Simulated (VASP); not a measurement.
The system is Ga2SnO4.

```
CELL_PARAMETERS angstrom
5.35000 0.00000 0.00000
-2.67500 4.63324 0.00000
0.00000 0.00000 8.70000
ATOMIC_POSITIONS crystal
Ga 0.66667 0.33333 0.95000
Ga 0.66667 0.33333 0.55000
Ga 0.33333 0.66667 0.45000
Ga 0.33333 0.66667 0.05000
Sn 0.00000 0.00000 0.25000
Sn 0.00000 0.00000 0.75000
O 0.66667 0.33333 0.75000
O 0.64000 0.64000 0.00000
O 0.33333 0.66667 0.25000
O 0.64000 0.00000 0.50000
O 0.36000 0.36000 0.50000
O 0.36000 0.00000 0.00000
O 0.00000 0.64000 0.50000
O 0.00000 0.36000 0.00000
```

- Program: VASP 6.6.1
- Task: relaxation of cell and atoms
- Functional: PBE
- Potentials or basis: VASP PAW PBE potentials, release 64 (Ga_d, Sn_d, O)
- Cutoff: 600 eV
- k mesh: 3 × 3 × 2
- Occupations: gaussian, width 0.15 eV
- Spin: no spin polarisation

At the start: pressure 11.8 GPa; volume 15.40 Å³/atom.

Problem. How do energy, volume and symmetry change on relaxing?

Solution. Over 8 steps the energy falls by 133.8 meV/atom and the volume is 15.39 Å³/atom (-0.1 %); space group P6_322 (No. 182, to 0.05 Å).

Step by step:
| step | energy change (eV) | largest force (eV/Å) | pressure (GPa) | volume (Å³) |
| --- | --- | --- | --- | --- |
| 1 | 0.0000 | 2.3370 | 11.78 | 215.65 |
| 2 | -0.6114 | 0.5469 | -9.45 | 252.98 |
| 3 | -1.1709 | 0.8165 | -2.65 | 236.50 |
| 4 | -1.1713 | 0.8448 | -2.36 | 236.05 |
| 5 | -1.4520 | 0.6672 | -2.05 | 231.15 |
| 6 | -1.8465 | 0.5313 | -0.22 | 216.82 |
| 7 | -1.8332 | 0.5304 | 0.36 | 213.85 |
| 8 | -1.8732 | 0.0361 | -0.03 | 215.51 |

Final structure:
```
CELL_PARAMETERS angstrom
5.28172 0.00000 0.00000
-2.64086 4.57410 0.00000
0.00000 0.00000 8.92046
ATOMIC_POSITIONS crystal
Ga 0.66667 0.33333 0.95382
Ga 0.66667 0.33333 0.54618
Ga 0.33333 0.66667 0.45382
Ga 0.33333 0.66667 0.04618
Sn 0.00000 0.00000 0.25000
Sn 0.00000 0.00000 0.75000
O 0.66667 0.33333 0.75000
O 0.68647 0.68647 0.00000
O 0.33333 0.66667 0.25000
O 0.68647 0.00000 0.50000
O 0.31353 0.31353 0.50000
O 0.31353 0.00000 0.00000
O 0.00000 0.68647 0.50000
O 0.00000 0.31353 0.00000
```

Caveat: the k points lie up to 0.46 Å⁻¹ apart in the final cell; the relaxation stopped at a loose force limit of 0.08 eV/Å, so its end isn't a converged minimum.
